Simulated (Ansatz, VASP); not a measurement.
## One calculation of Zr, two programs

The input POSCAR:

```
Zr
1.0
    3.2320000000      0.0000000000      0.0000000000
   -1.6160000000      2.7989941050      0.0000000000
    0.0000000000      0.0000000000      5.1470000000
Zr
2
Direct
    0.6666666667      0.3333333333      0.7500000000
    0.3333333333      0.6666666667      0.2500000000
```

INCAR.step1

```
SYSTEM = Zr
PREC = Accurate ; ENCUT = 520
EDIFF = 1E-5 ; ISMEAR = -1
SIGMA = 0.05 ; LREAL = .False.
LASPH = .True. ; NELM = 60
ALGO = Normal ; ISIF = 2
LWAVE = .True. ; LCHARG = .False.
GGA = PE ; NBANDS = 19
```

INCAR.step2

```
SYSTEM = Zr
PREC = Accurate ; ENCUT = 520
EDIFF = 1E-6 ; ISMEAR = -1
SIGMA = 0.05 ; LREAL = .False.
LASPH = .True. ; NELM = 60
ALGO = Normal ; ISIF = 2
LWAVE = .False. ; LCHARG = .False.
GGA = PS ; LHFCALC = .True.
AEXX = 0.25 ; HFSCREEN = 0.207
PRECFOCK = Normal ; ISTART = 1
NBANDS = 19
```

The input KPOINTS:

```
regular mesh
0
Gamma
  5 5 3
  0 0 0
```

Contents of input.yaml:

```yaml
crystal:
  lattice:
    - [3.232, 0.0, 0.0]
    - [-1.616, 2.798994105, 0.0]
    - [0.0, 0.0, 5.147]
  atoms:
    - { symbol: Zr, position: [0.6666666667, 0.3333333333, 0.75] }
    - { symbol: Zr, position: [0.3333333333, 0.6666666667, 0.25] }
hamiltonian:
  xc:
    exchange: hjs_pbesol
    correlation: pbesol
    exx: { coeff: 0.25, omega: 0.207 }
  pseudopotentials: { kind: paw }
kpoints:
  mp_grid: { grid: [5, 5, 3] }
  band_path:
    path:
      - [[0.0, 0.0, 0.0], [0.5, 0.0, 0.0], [0.3333333333, 0.3333333333, 0.0], [0.0, 0.0, 0.0], [0.0, 0.0, 0.5], [0.5, 0.0, 0.5], [0.3333333333, 0.3333333333, 0.5], [0.0, 0.0, 0.5]]
      - [[0.5, 0.0, 0.5], [0.5, 0.0, 0.0]]
      - [[0.3333333333, 0.3333333333, 0.0], [0.3333333333, 0.3333333333, 0.5]]
    npoints: 4
scf:
  occupations: { method: fermi_dirac, width: 0.05 }
  n_extra_bands: 6
output:
  forces: true
  stress: true
  eigenvalues: true
  fatbands: false
```

Alike in both runs: functional PBEsol-based screened hybrid; k mesh 5 × 5 × 3; occupations fermi-dirac, width 0.05 eV; no spin polarisation.

|  | VASP | Ansatz |
| --- | --- | --- |
| version | VASP 6.6.1 | Ansatz 0.2.0 |
| potentials or method | VASP PAW PBE potentials, release 64 (Zr_sv) | Ansatz PAW |
| plane-wave cutoff (eV) | 520 | 420 |
| valence electrons in the cell | 24 | 24 |
| task | single point | band structure |

Ansatz gave:

| Quantity | Value |
| --- | --- |
| gap on the k mesh at the Fermi level (eV) | none |
| pressure (GPa) | -2.2 |
| traceless stress, the component that is largest in VASP (GPa) | -2.44 |

Estimate VASP's values.

gap on the k mesh at the Fermi level (eV): none; pressure (GPa): -2.1; traceless stress, the component that is largest in VASP (GPa): -2.45.

VASP's potentials were made for PBE, not for PBEsol-based screened hybrid. A gap of «none» marks a metal or a gap that the smearing closes.

The k mesh is coarse, so the values compare programs but aren't converged.
